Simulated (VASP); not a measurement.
Crystal: RbCd2Br4.

```
CELL_PARAMETERS angstrom
2.91395 -3.60332 0.00000
2.91395 3.60332 0.00000
0.00000 0.00000 13.41534
ATOMIC_POSITIONS crystal
Rb 0.00000 0.00000 0.41927
Cd 0.21572 0.21572 0.70396
Cd 0.78428 0.78428 0.70396
Br 0.78451 0.21549 0.79684
Br 0.21549 0.78451 0.79684
Br 0.00000 0.50000 0.99965
Br 0.50000 0.00000 0.99965
```

The cell was built from a structure type or drawn by symmetry, and may not be a known phase.

```yaml
Program: VASP 6.6.1
Task: relaxation of cell and atoms
Functional: PBE
Potentials_or_basis: VASP PAW PBE potentials, release 64 (Rb_sv, Cd, Br)
Cutoff: 500 eV
k_mesh: 4 × 4 × 2
Occupations: gaussian, width 0.2 eV
Spin: no spin polarisation
```

At the start: pressure 11.8 GPa; volume 40.25 Å³/atom.

Where does the relaxation end?

Over 30 steps the energy falls by 1268.1 meV/atom and the volume is 44.98 Å³/atom (+11.8 %); space group Cmm2 (No. 35, to 0.1 Å) before and after.

Step by step:
| step | energy change (eV) | largest force (eV/Å) | pressure (GPa) | volume (Å³) |
| --- | --- | --- | --- | --- |
| 1 | 0.0000 | 7.5245 | 11.76 | 281.72 |
| 2 | -3.2193 | 0.9526 | -1.63 | 419.65 |
| 3 | -3.7927 | 0.7016 | 0.17 | 354.09 |
| 4 | -3.7927 | 0.7716 | -0.08 | 358.79 |
| 5 | -3.7941 | 0.7410 | 0.03 | 356.62 |
| 6 | -3.8880 | 0.6720 | -0.05 | 357.97 |
| 7 | -4.1224 | 0.4852 | -0.22 | 361.97 |
| 8 | -4.4248 | 0.4437 | -0.31 | 369.71 |
| 9 | -4.8262 | 0.4133 | -0.22 | 384.12 |
| 10 | -5.2736 | 3.9045 | 0.45 | 408.08 |
| 11 | -5.1821 | 0.8405 | -0.16 | 395.15 |
| 12 | -5.3420 | 2.0508 | 0.03 | 401.91 |
| 13 | -5.4552 | 1.9752 | -0.05 | 403.59 |
| 14 | -5.7584 | 1.7726 | -0.27 | 408.27 |
| 15 | -6.1103 | 1.4610 | -0.52 | 415.98 |
| 16 | -6.1210 | 1.5386 | -0.53 | 417.76 |
| 17 | -6.3169 | 1.5839 | -0.59 | 413.24 |
| 18 | -6.8374 | 1.7204 | -0.65 | 399.36 |
| 19 | -7.4232 | 1.8934 | -0.14 | 370.41 |
| 20 | -7.7528 | 1.5813 | -0.36 | 362.34 |
| 21 | -7.9613 | 1.4482 | -0.36 | 343.00 |
| 22 | -7.9896 | 1.1747 | -0.44 | 348.24 |
| 23 | -8.2468 | 0.9938 | -0.23 | 338.56 |
| 24 | -8.6935 | 0.3865 | 0.68 | 310.42 |
| 25 | -8.7192 | 0.4039 | 1.15 | 300.65 |
| 26 | -8.8126 | 0.4308 | 0.01 | 310.01 |
| 27 | -8.8134 | 0.4602 | -0.10 | 311.05 |
| 28 | -8.8397 | 0.3626 | -0.02 | 311.01 |
| 29 | -8.8667 | 0.1920 | 0.20 | 310.90 |
| 30 | -8.8767 | 0.0725 | -0.06 | 314.88 |

Final structure:
```xyz
7
Lattice="3.2379 -5.2883 0.0000 3.2379 5.2883 0.0000 0.0000 0.0000 9.1947" Properties=species:S:1:pos:R:3 pbc="T T T"
Rb    0.0000    0.0000    2.8140
Cd    1.9215    0.0000    6.7091
Cd    4.5542    0.0000    6.7091
Br    3.2379   -3.4602    6.1421
Br    3.2379    3.4602    6.1421
Br    1.6189    2.6441    1.4655
Br    1.6189   -2.6441    1.4655
```

Caveat: a cell axis changed by over 15 % at a fixed basis, so the end point is rough; an odd number of electrons without spin polarisation forces a metal; a magnetic or distorted state may lie lower; the relaxation stopped at a loose force limit of 0.08 eV/Å, so its end isn't a converged minimum.
